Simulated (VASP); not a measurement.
The system is TiPt3.

```xyz
4
Lattice="3.9873 0.0000 0.0000 0.0000 3.9873 0.0000 0.0000 0.0000 3.9873" Properties=species:S:1:pos:R:3 pbc="T T T"
Ti    0.0000    0.0000    0.0000
Pt    0.0000    1.9936    1.9936
Pt    1.9936    0.0000    1.9936
Pt    1.9936    1.9936    0.0000
```

Base run:

* Program: VASP 6.6.1
* Functional: PBE
* Potentials or basis: VASP PAW PBE potentials, release 64 (Ti_sv, Pt)
* Cutoff: 520 eV
* k mesh: 10 × 10 × 10
* Occupations: gaussian, width 0.1 eV
* Spin: no spin polarisation

Its results: band gap on the k mesh zero (bands 21 and 22 overlap by 1.70 eV); pressure -7.6 GPa.

Problem. The run is repeated on the same cell with these changes: further incar settings from ALGO = Fast; EDIFF = 1e-06; NBANDS = 29 to ALGO = Normal; EDIFF = 1e-06; NBANDS = 29. What comes out?

Solution. Band gap on the k mesh zero (bands 21 and 22 overlap by 1.70 eV); pressure -6.9 GPa.

Caveats: the cell stands under tension; spin-orbit coupling is left out, which moves the levels of the heavy elements.
